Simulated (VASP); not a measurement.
# Na (P6_3/mmc) in VASP: single point with r2SCAN

Aim: the single point of Na with r2SCAN.

Program: VASP 6.6.1. These are calculated values, not measurements. Logs are shortened: lines on timing, memory, paths and dates and some standing lists are left out, and cuts for length are marked.

## 1. The cell of the first run

It takes space group P6_3/mmc (No. 194, hexagonal). Conventional cell: a = 3.955 Å, b = 3.955 Å, c = 6.462 Å, α = 90.00°, β = 90.00°, γ = 120.00°. Within 5.2 Å of Na (site symmetry -6m2) lie 12 Na at 3.96 Å.

This isn't the form of Na at room conditions, which is bcc.

## 2. Single point, r2SCAN (strain +0.050 along x and y, +0.050 along z)

Input file POSCAR:

```
Na
1.0
    3.9553510475      0.0000000000      0.0000000000
   -1.9776755237      3.4254344880      0.0000000000
    0.0000000000      0.0000000000      6.4617000000
Na
2
Direct
    0.3333333333      0.6666666667      0.2500000000
    0.6666666667      0.3333333333      0.7500000000
```

Input file INCAR.step1:

```
PREC = Accurate
ENCUT = 520
ISMEAR = 0
SIGMA = 0.15
LREAL = F
LASPH = T
NELM = 60
NBANDS = 14
GGA = PE
ALGO = Normal
EDIFF = 1E-4
LWAVE = T
LCHARG = F
```

Input file INCAR.step2:

```
PREC = Accurate
ENCUT = 520
EDIFF = 1E-6
ISMEAR = 0
SIGMA = 0.15
LREAL = F
LASPH = T
NELM = 60
ALGO = Normal
ISIF = 2
LWAVE = F
LCHARG = F
METAGGA = R2SCAN
LMIXTAU = T
NBANDS = 14
ISTART = 1
```

Input file KPOINTS:

```
Automatic mesh
0
Gamma
  12 12 8
```

Potentials or basis: VASP PAW PBE potentials, release 64 (Na_pv).

Launch:

```console
cat potpaw_PBE.64/Na_pv/POTCAR > POTCAR
cp INCAR.step1 INCAR
mpirun -np 1 vasp_std > vasp.out
cp INCAR.step2 INCAR
mpirun -np 1 vasp_std > vasp.out
```

OUTCAR:

```text
PREC = Accurate
   ENCUT = 520
   EDIFF = 1E-6
   ISMEAR = 0
   LREAL = F
   LASPH = T
   NELM = 60
   ISIF = 2
   METAGGA = R2SCAN
   ISTART = 1

 ion  position               nearest neighbor table
   1  0.333  0.667  0.250-
   2  0.667  0.333  0.750-

  LATTYP: Found a hexagonal cell.
 ALAT       =     3.9553510475
 C/A-ratio  =     1.6336603053

  Lattice vectors:

 A1 = (   3.9553510475,   0.0000000000,   0.0000000000)
 A2 = (  -1.9776755237,   3.4254344880,   0.0000000000)
 A3 = (   0.0000000000,   0.0000000000,   6.4617000000)

Analysis of symmetry for initial positions (statically):
=====================================================================
 Subroutine PRICEL returns:
 Original cell was already a primitive cell.

 Routine SETGRP: Setting up the symmetry group for a
 hexagonal supercell.

 Subroutine GETGRP returns: Found 24 space group operations
 (whereof 12 operations were pure point group operations)
 out of a pool of 24 trial point group operations.

The static configuration has the point symmetry D_3d.
 The point group associated with its full space group is D_6h.

Analysis of symmetry for dynamics (positions and initial velocities):
=====================================================================
 Subroutine PRICEL returns:
 Original cell was already a primitive cell.

 Routine SETGRP: Setting up the symmetry group for a
 hexagonal supercell.

 Subroutine GETGRP returns: Found 24 space group operations
 (whereof 12 operations were pure point group operations)
 out of a pool of 24 trial point group operations.

The dynamic configuration has the point symmetry D_3d.
 The point group associated with its full space group is D_6h.

 Subroutine INISYM returns: Found 24 space group operations
 (whereof 12 operations are pure point group operations),
 and found     1 'primitive' translations

----------------------------------------------------------------------------------------

                                     Primitive cell

  volume of cell :      87.5483

  direct lattice vectors                    reciprocal lattice vectors
     3.955351048  0.000000000  0.000000000     0.252822060  0.145966884  0.000000000
    -1.977675524  3.425434488  0.000000000     0.000000000  0.291933769  0.000000000
     0.000000000  0.000000000  6.461700000     0.000000000  0.000000000  0.154758036

  length of vectors
     3.955351048  3.955351047  6.461700000     0.291933769  0.291933769  0.154758036

  position of ions in fractional coordinates (direct lattice)
     0.333333333  0.666666667  0.250000000
     0.666666667  0.333333333  0.750000000

  ion indices of the primitive-cell ions
   primitive index   ion index
                 1           1
                 2           2

----------------------------------------------------------------------------------------

 KPOINTS: Automatic mesh

Automatic generation of k-mesh.
 Grid dimensions read from file:
 generate k-points for:   12   12    8

 Generating k-lattice:

  Cartesian coordinates                     Fractional coordinates (reciprocal lattice)
     0.021068505  0.012163907  0.000000000     0.083333333 -0.000000000  0.000000000
     0.000000000  0.024327814  0.000000000     0.000000000  0.083333333  0.000000000
     0.000000000  0.000000000  0.019344754     0.000000000  0.000000000  0.125000000

  Length of vectors
     0.024327814  0.024327814  0.019344754

  Shift w.r.t. Gamma in fractional coordinates (k-lattice)
     0.000000000  0.000000000  0.000000000

 Subroutine IBZKPT returns following result:
 ===========================================

 Found     95 irreducible k-points:

 Following reciprocal coordinates:
            Coordinates               Weight
  0.000000  0.000000  0.000000      1.000000
  0.083333  0.000000  0.000000      6.000000
  0.166667  0.000000  0.000000      6.000000
  0.250000 -0.000000  0.000000      6.000000
  0.333333 -0.000000  0.000000      6.000000
  0.416667  0.000000  0.000000      6.000000
[... 16 lines left out ...]
  0.250000 -0.000000  0.125000     12.000000
  0.333333 -0.000000  0.125000     12.000000
 [... further k-points ...]
   k-points           NKPTS =     95   k-points in BZ     NKDIM =     95   number of bands    NBANDS=     14
   number of dos      NEDOS =    301   number of ions     NIONS =      2
   total plane-waves  NPLWV =  43200
   dimension x,y,z NGX =    30 NGY =   30 NGZ =   48
   dimension x,y,z NGXF=    60 NGYF=   60 NGZF=   96
   ions per type =               2
   NGX,Y,Z   is equivalent  to a cutoff of  12.61, 12.61, 12.35 a.u.
   NGXF,Y,Z  is equivalent  to a cutoff of  25.22, 25.22, 24.70 a.u.
 SYSTEM =  unknown system
   PREC   = accura    normal or accurate (medium, high low for compatibility)
   ISTART =      1    job   : 0-new  1-cont  2-samecut
   ICHARG =      0    charge: 1-file 2-atom 10-const
   ISPIN  =      1    spin polarized calculation?
   LNONCOLLINEAR =      F non collinear calculations
   LSORBIT =      F    spin-orbit coupling
   LASPH  =      T    aspherical Exc in radial PAW
   ENCUT  =  520.0 eV  38.22 Ry    6.18 a.u.   7.35  7.35 12.01*2*pi/ulx,y,z
   NELM   =     60;   NELMIN=  2; NELMDL=  0     # of ELM steps
   EDIFF  = 0.1E-05   stopping-criterion for ELM
   LREAL  =      F    real-space projection
   EDIFFG = 0.1E-04   stopping-criterion for IOM
   NSW    =      0    number of steps for IOM
   IBRION =     -1    ionic relax: 0-MD 1-quasi-New 2-CG
   NFREE  =      0    steps in history (QN), initial steepest desc. (CG)
   ISIF   =      2    stress and relaxation
   ISYM   =      2    0-nonsym 1-usesym 2-fastsym
   POTIM  = 0.5000    time-step for ionic-motion
   TEBEG  =    0.0;   TEEND  =   0.0 temperature during run
   PSTRESS=    0.0 pullay stress
   NELECT =      14.0000    total number of electrons
   NUPDOWN=      -1.0000    fix difference up-down
   EMIN   =  10.00;   EMAX   =-10.00  energy-range for DOS
   EFERMI =   0.00;   METHOD = LEGACY
   ISMEAR =     0;   SIGMA  =   0.15  broadening in eV -4-tet -1-fermi 0-gaus
   EFERMI_NEDOS =   21; number of points for ismear=-14 and -15
   IALGO  =     38    algorithm
   IMIX   =      4    mixing-type and parameters
     AMIX     =   0.40;   BMIX     =  1.00
     AMIX_MAG =   1.60;   BMIX_MAG =  1.00
  volume/ion in A,a.u.               =      43.77       295.40
  Fermi-wavevector in a.u.,A,eV,Ry     =   0.888591  1.679193 10.743067  0.789593
  Thomas-Fermi vector in A             =   2.010040
   LORBIT       =      0    0 simple, 1 ext, 2 COOP (PROOUT), +10 PAW based schemes
   METAGGA = R2SCAN    functional components
   LHFCALC =     F    Hartree Fock is set to
   AEXX    =    0.0000 exact exchange contribution
   IVDW    =     0    specifies the selected vdW correction
   LEPSILON=     F    determine dielectric tensor
   LRPA    =     F    only Hartree local field effects (RPA)
 non-spin polarized calculation
 Gauss-broadening in eV      SIGMA  =   0.15
  energy-cutoff  :      520.00
  volume of cell :       87.55
 maximum number of plane-waves:      2394
 NGX is ok and might be reduce to    30
   NGX = 15   NGY = 15   NGZ = 25

 number of electron      14.0000017 magnetization

 Free energy of the ion-electron system (eV)
  ---------------------------------------------------
  ext. energy  EPLUGINS =         0.00000000
  ---------------------------------------------------
  free energy    TOTEN  =        -7.07713411 eV

  energy without entropy =       -7.06775875  energy(sigma->0) =       -7.07244643

 E-fermi :  -0.0907     XC(G=0):  -6.4670

 val. band max:       -0.1012401434   @ k =   0.2500   0.2500   0.3750
 cond. band min:      -0.0278224342   @ k =   0.4167   0.0833   0.2500
 fundamental gap:      0.0734177092
 Fermi energy:        -0.0906567706

 k-point     1 :       0.0000    0.0000    0.0000
  band No.  band energies     occupation
      1     -26.2695      2.00000
      2     -26.2528      2.00000
      3     -26.2525      2.00000
      4     -26.2501      2.00000
      5     -26.2500      2.00000
      6     -26.2498      2.00000
      7      -3.2364      2.00000
      8       0.4015      0.00000
      9       0.9210      0.00000
     10       9.6682      0.00000
     11       9.6683      0.00000
     12       9.9852      0.00000
     13       9.9853      0.00000
     14      10.1529      0.00000

 k-point     2 :       0.0833    0.0000    0.0000
  band No.  band energies     occupation
      1     -26.2690      2.00000
      2     -26.2536      2.00000
      3     -26.2530      2.00000
      4     -26.2509      2.00000
      5     -26.2503      2.00000
      6     -26.2501      2.00000
      7      -3.1380      2.00000
      8       0.4922      0.00000
      9       1.0152      0.00000
     10       8.0386      0.00000
     11       8.9225      0.00000
     12       9.3501      0.00000
     13      10.8323      0.00000
     14      10.8842      0.00000

 k-point     3 :       0.1667    0.0000    0.0000
  band No.  band energies     occupation
      1     -26.2678      2.00000
      2     -26.2562      2.00000
      3     -26.2539      2.00000
      4     -26.2536      2.00000
      5     -26.2508      2.00000
      6     -26.2506      2.00000
      7      -2.8437      2.00000
      8       0.7645      0.00000
      9       1.2934      0.00000
     10       6.2079      0.00000
     11       8.1896      0.00000
     12       8.3975      0.00000
     13       9.5169      0.00000
     14      10.4713      0.00000
[... 324 lines left out ...]
 k-point    23 :       0.2500   -0.0000    0.1250
  band No.  band energies     occupation
      1     -26.2658      2.00000
      2     -26.2595      2.00000
      3     -26.2577      2.00000
      4     -26.2548      2.00000
      5     -26.2518      2.00000
      6     -26.2514      2.00000
      7      -2.2949      2.00000
      8       0.5654      0.00000
      9       2.4862      0.00000
     10       4.5928      0.00000
     11       6.9977      0.00000
     12       7.6667      0.00000
     13       8.0421      0.00000
     14       9.6557      0.00000

 k-point    24 :       0.3333   -0.0000    0.1250
  band No.  band energies     occupation
      1     -26.2652      2.00000
      2     -26.2621      2.00000
      3     -26.2611      2.00000
      4     -26.2559      2.00000
      5     -26.2529      2.00000
      6     -26.2521      2.00000
      7      -1.6196      2.00000
      8       1.1941      0.00000
      9       2.6921      0.00000
     10       3.4867      0.00000
     11       5.5870      0.00000
     12       7.0418      0.00000
     13       7.2549      0.00000
     14       8.6825      0.00000

 [... further k-points ...]

------------------------ aborting loop because EDIFF is reached ----------------------------------------

  FORCE on cell =-STRESS in cart. coord.  units (eV):
  Direction    XX          YY          ZZ          XY          YZ          ZX
  --------------------------------------------------------------------------------------
  -------------------------------------------------------------------------------------
  Total       -0.4469832     -0.4469832     -0.5267830     -0.0000000     -0.0000000      0.0000000
  in kB       -8.1800181     -8.1800181     -9.6403957     -0.0000000     -0.0000000      0.0000000
  external PRESSURE =      -8.6668106 kB  Pullay stress =       0.0000000 kB

 VOLUME and BASIS-vectors are now :
 -----------------------------------------------------------------------------
  energy-cutoff  :      520.00
  volume of cell :       87.55
      direct lattice vectors                 reciprocal lattice vectors
     3.955351048  0.000000000  0.000000000     0.252822060  0.145966884  0.000000000
    -1.977675524  3.425434488  0.000000000     0.000000000  0.291933769  0.000000000
     0.000000000  0.000000000  6.461700000     0.000000000  0.000000000  0.154758036

 POSITION                                       TOTAL-FORCE (eV/Angst)
 -----------------------------------------------------------------------------------
     -0.00000      2.28362      1.61543         0.000000     -0.000000      0.000000
      1.97768      1.14181      4.84628        -0.000000      0.000000     -0.000000
 -----------------------------------------------------------------------------------
    total drift:                               -0.000000      0.000000      0.000000

  FREE ENERGIE OF THE ION-ELECTRON SYSTEM (eV)
  ---------------------------------------------------
  free  energy   TOTEN  =        -7.0771341089 eV

  energy  without entropy=       -7.0677587528  energy(sigma->0) =       -7.07244643
```

Run time: 8.3 min. Hardware: 1 thread of Oxide Virtual Turin-like, shared host; peak memory 0.22 GiB.

What came out:

```
Free energy            : -7.0771 eV
Pressure               : -0.9 GPa
Band gap on the k mesh : zero (bands 7 and 8 overlap by 4.15 eV)
```

Caveat: the cell differs from its parent crystal (strain +0.050 along x and y, +0.050 along z); the PAW data sets were made with another functional, which shifts forces and pressure a little.

The gap in the log of VASP goes by the Fermi energy; the results here count the filled bands.